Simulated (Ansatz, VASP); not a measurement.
Two plane-wave programs on SiC

Contents of INCAR:

```
  PREC = Accurate
  ENCUT = 520
  EDIFF = 1E-6
  ISMEAR = 0
  SIGMA = 0.05
  LREAL = False
  LASPH = True
  NELM = 60
  ALGO = Normal
  ISIF = 2
  LWAVE = False
  LCHARG = False
  GGA = PE
  NBANDS = 26
```

File KPOINTS:

```
regular mesh
0
Gamma
  12 12 4
```

The input POSCAR:

```
SiC
1.0
    3.0219000000      0.0000000000      0.0000000000
   -1.5109500000      2.6170421677      0.0000000000
    0.0000000000      0.0000000000      9.8591000000
Si C
4 4
Direct
    0.6666666667      0.3333333333      0.9378436843
    0.3333333333      0.6666666667      0.4378436843
    0.0000000000      0.0000000000      0.6878989045
    0.0000000000      0.0000000000      0.1878989045
    0.6666666667      0.3333333333      0.7498087506
    0.3333333333      0.6666666667      0.2498087506
    0.0000000000      0.0000000000      0.5004476606
    0.0000000000      0.0000000000      0.0004476606
```

Input for Ansatz:

```yaml
crystal:
  lattice:
    - [3.0219, 0.0, 0.0]
    - [-1.51095, 2.6170421677, 0.0]
    - [0.0, 0.0, 9.8591]
  atoms:
    - { symbol: Si, position: [0.6666666667, 0.3333333333, 0.9378436843] }
    - { symbol: Si, position: [0.3333333333, 0.6666666667, 0.4378436843] }
    - { symbol: Si, position: [0.0, 0.0, 0.6878989045] }
    - { symbol: Si, position: [0.0, 0.0, 0.1878989045] }
    - { symbol: C, position: [0.6666666667, 0.3333333333, 0.7498087506] }
    - { symbol: C, position: [0.3333333333, 0.6666666667, 0.2498087506] }
    - { symbol: C, position: [0.0, 0.0, 0.5004476606] }
    - { symbol: C, position: [0.0, 0.0, 0.0004476606] }
basis:
  ecutwfc: 520.0
kpoints:
  mp_grid: { grid: [12, 12, 4] }
hamiltonian:
  xc: pbe
  pseudopotentials: { kind: paw, azcp: { folder: soft_1 } }
scf:
  occupations: { method: gaussian, width: 0.05 }
output:
  forces: true
  stress: true
  eigenvalues: true
```

Alike in both runs: task single point; functional PBE; k mesh 12 × 12 × 4; occupations gaussian, width 0.05 eV; no spin polarisation.

|  | VASP | Ansatz |
| --- | --- | --- |
| version | VASP 6.6.1 | Ansatz 0.2.0 |
| potentials or method | VASP PAW PBE potentials, release 64 (Si, C), cutoff 520 eV | scalar-relativistic, plane waves, PAW |
| valence electrons in the cell | 32 | 32 |

Ansatz gave:

* gap on the k mesh at the Fermi level (eV): 2.25
* least direct gap on the mesh (eV): 3.38
* pressure (GPa): 18.3
* traceless stress, the component that is largest in VASP (GPa): 1.31
* rms of the force components (eV/Å): 0.026

**Question.** Estimate VASP's values.

**Answer.** gap on the k mesh at the Fermi level (eV): 2.25; least direct gap on the mesh (eV): 3.37; pressure (GPa): 18.2; traceless stress, the component that is largest in VASP (GPa): 1.32; rms of the force components (eV/Å): 0.026.

Atom by atom the forces differ by 0.001 eV/Å (rms over components). With one functional, cell and mesh, what is left measures potentials, basis and numerics.
